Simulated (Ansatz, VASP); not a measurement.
## Two plane-wave programs on Na

```xyz
1
Lattice="-2.1040 2.1040 2.1040 2.1040 -2.1040 2.1040 2.1040 2.1040 -2.1040" Properties=species:S:1:pos:R:3 pbc="T T T"
Na    0.0000    0.0000    0.0000
```

Alike in both runs: task single point; functional PBE; k mesh 8 × 8 × 8; occupations gaussian, width 0.1 eV; no spin polarisation.

```csv
,VASP,Ansatz
version,VASP 6.6.1,Ansatz 0.2.0
potentials or method,"VASP PAW PBE potentials, release 64 (Na_pv)","scalar-relativistic, plane waves, PAW (harder set)"
plane-wave cutoff (eV),500,700
valence electrons in the cell,7,9
```

|  | VASP | Ansatz | Ansatz less VASP |
| --- | --- | --- | --- |
| gap on the k mesh at the Fermi level (eV) | none | none | - |
| pressure (GPa) | -0.1 | 0.0 | +0.05 |

A gap of «none» marks a metal or a gap that the smearing closes. VASP's potentials hold 7 valence electrons a cell and Ansatz's 9, so a difference there can come from the potentials and not from the codes.
